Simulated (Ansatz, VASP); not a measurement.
**One calculation of Bi, two programs**

```
Bi
1.0
     4.46578    0.00000    0.00000
    -2.23289    3.86748    0.00000
     0.00000    0.00000   12.22009
Bi
2
Direct
  0.33333 0.66667 0.25000
  0.66667 0.33333 0.75000
```

Alike in both runs: task single point; functional PBEsol; k mesh 12 × 12 × 6; occupations gaussian, width 0.15 eV; no spin polarisation.

|  | VASP | Ansatz |
| --- | --- | --- |
| version | VASP 6.6.1 | Ansatz 0.2.0 |
| potentials or method | VASP PAW PBE potentials, release 64 (Bi_d), cutoff 500 eV | scalar-relativistic, plane waves, PAW |
| valence electrons in the cell | 30 | 30 |

```tsv
	VASP	Ansatz	Ansatz less VASP
gap on the k mesh at the Fermi level (eV)	none	none	-
pressure (GPa)	-3.6	-3.5	+0.03
traceless stress, the component that is largest in VASP (GPa)	3.30	3.30	+0.001
```

VASP's potentials were made for PBE, not for PBEsol. A gap of «none» marks a metal or a gap that the smearing closes.

Spin-orbit coupling is off throughout.
